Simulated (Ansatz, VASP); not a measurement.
# KZnF3: VASP beside Ansatz

The input INCAR:

```
PREC = Accurate ; ENCUT = 520
EDIFF = 1E-6 ; ISMEAR = 0
SIGMA = 0.05 ; LREAL = False
LASPH = True ; NELM = 80
ALGO = Normal ; ISIF = 2
LWAVE = False ; LCHARG = False
GGA = PE ; NBANDS = 29
```

Contents of KPOINTS:

```
regular mesh
0
Gamma
  6 6 6
```

File POSCAR:

```
KZnF3
1.0
    4.0500000000      0.0000000000      0.0000000000
    0.0000000000      4.0500000000      0.0253125000
    0.0000000000      0.0253125000      4.0500000000
K Zn F
1 1 3
Direct
    0.0000000000      0.0000000000      0.0000000000
    0.5000000000      0.5000000000      0.5000000000
    0.5000000000      0.5000000000      0.0000000000
    0.0000000000      0.5000000000      0.5000000000
    0.5000000000      0.0000000000      0.5000000000
```

Input for Ansatz:

```yaml
crystal:
  lattice:
    - [4.05, 0.0, 0.0]
    - [0.0, 4.05, 0.0253125]
    - [0.0, 0.0253125, 4.05]
  atoms:
    - { symbol: K, position: [0.0, 0.0, 0.0] }
    - { symbol: Zn, position: [0.5, 0.5, 0.5] }
    - { symbol: F, position: [0.5, 0.5, 0.0] }
    - { symbol: F, position: [0.0, 0.5, 0.5] }
    - { symbol: F, position: [0.5, 0.0, 0.5] }
basis:
  ecutwfc: 420
kpoints:
  mp_grid: { grid: [6, 6, 6] }
hamiltonian:
  xc: pbe
scf:
  occupations: { method: gaussian, width: 0.05 }
output:
  forces: true
  stress: true
  eigenvalues: true
```

Change from the starting cell: strain +0.0125 x Voigt [0, 0, 0, 1, 0, 0], atoms carried along.

Alike in both runs: task single point; functional PBE; k mesh 6 × 6 × 6; occupations gaussian, width 0.05 eV; no spin polarisation.

```csv
,VASP,Ansatz
version,VASP 6.6.1,Ansatz 0.2.0
potentials or method,"VASP PAW PBE potentials, release 64 (K_sv, Zn, F), cutoff 520 eV","scalar-relativistic, plane waves, PAW"
valence electrons in the cell,42,42
```

Ansatz gave:

```
gap on the k mesh at the Fermi level (eV)                     : 3.86
least direct gap on the mesh (eV)                             : 5.67
pressure (GPa)                                                : 4.6
traceless stress, the component that is largest in VASP (GPa) : -0.43
```

Problem. What did VASP give for the same quantities?

Solution. gap on the k mesh at the Fermi level (eV): 3.79; least direct gap on the mesh (eV): 5.63; pressure (GPa): 5.0; traceless stress, the component that is largest in VASP (GPa): -0.42.
